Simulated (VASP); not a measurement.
# Y (Fm-3m) in VASP: single point with PBEsol

Aim: the single point of Y with PBEsol.

Program: VASP 6.6.1. These are calculated values, not measurements. Logs are shortened: lines on timing, memory, paths and dates and some standing lists are left out, and cuts for length are marked.

## (1) The cell of the first run

The structure is cubic, space group Fm-3m (No. 225). Conventional cell: a = 4.985 Å, b = 4.985 Å, c = 4.985 Å, α = 90.00°, β = 90.00°, γ = 90.00°. Y (site symmetry m-3m) has 12 Y at 3.52 Å within 4.6 Å.

## (2) Single point, PBEsol

INCAR reads:

```
ALGO = Normal
EDIFF = 1E-7
ENCUT = 520
GGA = PS
ISIF = 2
ISMEAR = 1
LASPH = True
LCHARG = False
LREAL = False
LWAVE = False
NBANDS = 12
NELM = 80
PREC = Accurate
SIGMA = 0.025
```

KPOINTS reads:

```
k-points
0
Gamma
  13 13 13
```

POSCAR reads:

```
Y
1.0
    0.0000000000      2.4923694166      2.4923694166
    2.4923694166      0.0000000000      2.4923694166
    2.4923694166      2.4923694166      0.0000000000
Y
1
Direct
    0.0000000000      0.0000000000      0.0000000000
```

Potentials or basis: VASP PAW PBE potentials, release 64 (Y_sv).

On the command line:

```sh
> cat potpaw_PBE.64/Y_sv/POTCAR > POTCAR
> mpirun -np 1 vasp_std > vasp.out
```

OUTCAR:

```text
EDIFF = 1E-7
   ENCUT = 520
   GGA = PS
   ISIF = 2
   ISMEAR = 1
   LASPH = True
   LREAL = False
   NELM = 80
   PREC = Accurate

 ion  position               nearest neighbor table
   1  0.000  0.000  0.000-

  LATTYP: Found a face centered cubic cell.
 ALAT       =     4.9847388332

  Lattice vectors:

 A1 = (   0.0000000000,   2.4923694166,   2.4923694166)
 A2 = (   2.4923694166,   0.0000000000,   2.4923694166)
 A3 = (   2.4923694166,   2.4923694166,   0.0000000000)

Analysis of symmetry for initial positions (statically):
=====================================================================
 Subroutine PRICEL returns:
 Original cell was already a primitive cell.

 Routine SETGRP: Setting up the symmetry group for a
 face centered cubic supercell.

 Subroutine GETGRP returns: Found 48 space group operations
 (whereof 48 operations were pure point group operations)
 out of a pool of 48 trial point group operations.

The static configuration has the point symmetry O_h .

Analysis of symmetry for dynamics (positions and initial velocities):
=====================================================================
 Subroutine PRICEL returns:
 Original cell was already a primitive cell.

 Routine SETGRP: Setting up the symmetry group for a
 face centered cubic supercell.

 Subroutine GETGRP returns: Found 48 space group operations
 (whereof 48 operations were pure point group operations)
 out of a pool of 48 trial point group operations.

The dynamic configuration has the point symmetry O_h .

 Subroutine INISYM returns: Found 48 space group operations
 (whereof 48 operations are pure point group operations),
 and found     1 'primitive' translations

----------------------------------------------------------------------------------------

                                     Primitive cell

  volume of cell :      30.9647

  direct lattice vectors                    reciprocal lattice vectors
     0.000000000  2.492369417  2.492369417    -0.200612316  0.200612316  0.200612316
     2.492369417  0.000000000  2.492369417     0.200612316 -0.200612316  0.200612316
     2.492369417  2.492369417  0.000000000     0.200612316  0.200612316 -0.200612316

  length of vectors
     3.524742631  3.524742631  3.524742631     0.347470723  0.347470723  0.347470723

  position of ions in fractional coordinates (direct lattice)
     0.000000000  0.000000000  0.000000000

  ion indices of the primitive-cell ions
   primitive index   ion index
[... 80 lines left out ...]
   ISYM   =      2    0-nonsym 1-usesym 2-fastsym
   POTIM  = 0.5000    time-step for ionic-motion
   TEBEG  =    0.0;   TEEND  =   0.0 temperature during run
   PSTRESS=    0.0 pullay stress
   NELECT =      11.0000    total number of electrons
   NUPDOWN=      -1.0000    fix difference up-down
   EMIN   =  10.00;   EMAX   =-10.00  energy-range for DOS
   EFERMI =   0.00;   METHOD = LEGACY
   ISMEAR =     1;   SIGMA  =   0.03  broadening in eV -4-tet -1-fermi 0-gaus
   EFERMI_NEDOS =   21; number of points for ismear=-14 and -15
   IALGO  =     38    algorithm
   IMIX   =      4    mixing-type and parameters
     AMIX     =   0.40;   BMIX     =  1.00
     AMIX_MAG =   1.60;   BMIX_MAG =  1.00
  volume/ion in A,a.u.               =      30.96       208.96
  Fermi-wavevector in a.u.,A,eV,Ry     =   1.159445  2.191032 18.290470  1.344312
  Thomas-Fermi vector in A             =   2.296037
   LORBIT       =      0    0 simple, 1 ext, 2 COOP (PROOUT), +10 PAW based schemes
   GGA     = PS    functional components
   LHFCALC =     F    Hartree Fock is set to
   AEXX    =    0.0000 exact exchange contribution
   IVDW    =     0    specifies the selected vdW correction
   LEPSILON=     F    determine dielectric tensor
   LRPA    =     F    only Hartree local field effects (RPA)
 non-spin polarized calculation
 Methfessel and Paxton  Order N= 1 SIGMA  =   0.03
  energy-cutoff  :      520.00
  volume of cell :       30.96
 maximum number of plane-waves:       869
   NGX = 13   NGY = 13   NGZ = 13

 number of electron      10.9999999 magnetization

 Free energy of the ion-electron system (eV)
  ---------------------------------------------------
  ext. energy  EPLUGINS =         0.00000000
  ---------------------------------------------------
  free energy    TOTEN  =        -6.80176961 eV

  energy without entropy =       -6.80167482  energy(sigma->0) =       -6.80173801

 E-fermi :   3.2087     XC(G=0):  -9.7651

 val. band max:        3.2011345309   @ k =   0.4615   0.3077   0.1538
 cond. band min:       3.2166060003   @ k =   0.3077   0.2308   0.0000
 fundamental gap:      0.0154714694
 Fermi energy:         3.2086687894

 k-point     1 :       0.0000    0.0000    0.0000
  band No.  band energies     occupation
      1     -39.2532      2.00000
      2     -18.9282      2.00000
      3     -18.9282      2.00000
      4     -18.9282      2.00000
      5      -1.6217      2.00000
      6       5.0487      0.00000
      7       5.0487      0.00000
      8       5.0487      0.00000
      9       7.1865      0.00000
     10       7.1865      0.00000
     11      12.3473      0.00000
     12      15.7513      0.00000
[... 331 lines left out ...]
 k-point    24 :       0.4615    0.1538    0.0000
  band No.  band energies     occupation
      1     -39.1694      2.00000
      2     -19.5189      2.00000
      3     -19.0914      2.00000
      4     -19.0511      2.00000
      5       1.4895      2.00000
      6       3.3712     -0.00000
      7       4.4147      0.00000
      8       5.4665      0.00000
      9       8.4513      0.00000
     10       8.8119      0.00000
     11      11.4922      0.00000
     12      13.6833      0.00000

 [... further k-points ...]

------------------------ aborting loop because EDIFF is reached ----------------------------------------

  FORCE on cell =-STRESS in cart. coord.  units (eV):
  Direction    XX          YY          ZZ          XY          YZ          ZX
  --------------------------------------------------------------------------------------
  -------------------------------------------------------------------------------------
  Total       -0.0497431     -0.0497431     -0.0497431      0.0000000     -0.0000000      0.0000000
  in kB       -2.5738104     -2.5738104     -2.5738104      0.0000000     -0.0000000      0.0000000
  external PRESSURE =      -2.5738104 kB  Pullay stress =       0.0000000 kB

 VOLUME and BASIS-vectors are now :
 -----------------------------------------------------------------------------
  energy-cutoff  :      520.00
  volume of cell :       30.96
      direct lattice vectors                 reciprocal lattice vectors
     0.000000000  2.492369417  2.492369417    -0.200612316  0.200612316  0.200612316
     2.492369417  0.000000000  2.492369417     0.200612316 -0.200612316  0.200612316
     2.492369417  2.492369417  0.000000000     0.200612316  0.200612316 -0.200612316

 POSITION                                       TOTAL-FORCE (eV/Angst)
 -----------------------------------------------------------------------------------
      0.00000      0.00000      0.00000         0.000000      0.000000      0.000000
 -----------------------------------------------------------------------------------
    total drift:                               -0.000000     -0.000000     -0.000000

  FREE ENERGIE OF THE ION-ELECTRON SYSTEM (eV)
  ---------------------------------------------------
  free  energy   TOTEN  =        -6.8017696090 eV

  energy  without entropy=       -6.8016748199  energy(sigma->0) =       -6.80173801
```

OSZICAR:

```text
N       E                     dE             d eps       ncg     rms          rms(c)
DAV:   1     0.248581462222E+02    0.24858E+02   -0.55015E+03  2024   0.827E+02
DAV:   2    -0.574770578828E+01   -0.30606E+02   -0.29722E+02  2400   0.166E+02
DAV:   3    -0.697152735335E+01   -0.12238E+01   -0.12005E+01  2792   0.219E+01
DAV:   4    -0.700540442913E+01   -0.33877E-01   -0.33877E-01  2312   0.355E+00
DAV:   5    -0.700602550715E+01   -0.62108E-03   -0.62097E-03  2604   0.396E-01    0.227E+01
DAV:   6    -0.683652634348E+01    0.16950E+00   -0.20381E-01  2176   0.297E+00    0.141E+01
DAV:   7    -0.680659455603E+01    0.29932E-01   -0.30387E-01  2412   0.362E+00    0.127E+00
DAV:   8    -0.680185410814E+01    0.47404E-02   -0.36779E-02  2332   0.149E+00    0.173E-01
DAV:   9    -0.680177841602E+01    0.75692E-04   -0.87339E-04  2464   0.248E-01    0.669E-02
DAV:  10    -0.680176872689E+01    0.96891E-05   -0.65893E-05  2336   0.716E-02    0.200E-02
DAV:  11    -0.680177058124E+01   -0.18543E-05   -0.92948E-06  2344   0.257E-02    0.175E-02
DAV:  12    -0.680176970710E+01    0.87414E-06   -0.15324E-06  2236   0.111E-02    0.309E-03
DAV:  13    -0.680176960896E+01    0.98140E-07   -0.80493E-08  1624   0.229E-03
   1 F= -.68017696E+01 E0= -.68017380E+01  d E =-.947891E-04
```

stdout:

```text
POSCAR found type information on POSCAR Y
 POSCAR found :  1 types and       1 ions
 scaLAPACK will be used
 -----------------------------------------------------------------------------
|                                                                             |
|                                                                             |
|     You enforced a specific xc type in the INCAR file but a different       |
|     I HOPE YOU KNOW WHAT YOU ARE DOING!                                     |
|                                                                             |
 -----------------------------------------------------------------------------

 LDA part: xc-table for (Slater+PW92), standard interpolation
 POSCAR, INCAR and KPOINTS ok, starting setup
 FFT: planning ... GRIDC
 FFT: planning ... GRID_SOFT
 FFT: planning ... GRID
 WAVECAR not read
 entering main loop
```

It took 18 s on 1 thread of Intel Xeon 6975P-C (Granite Rapids), shared host; peak memory 0.19 GiB.

What came out:

```
Free energy : -6.8018 eV
Pressure    : -0.3 GPa
```

Caveat: the PAW data sets were made with another functional, which shifts forces and pressure a little.
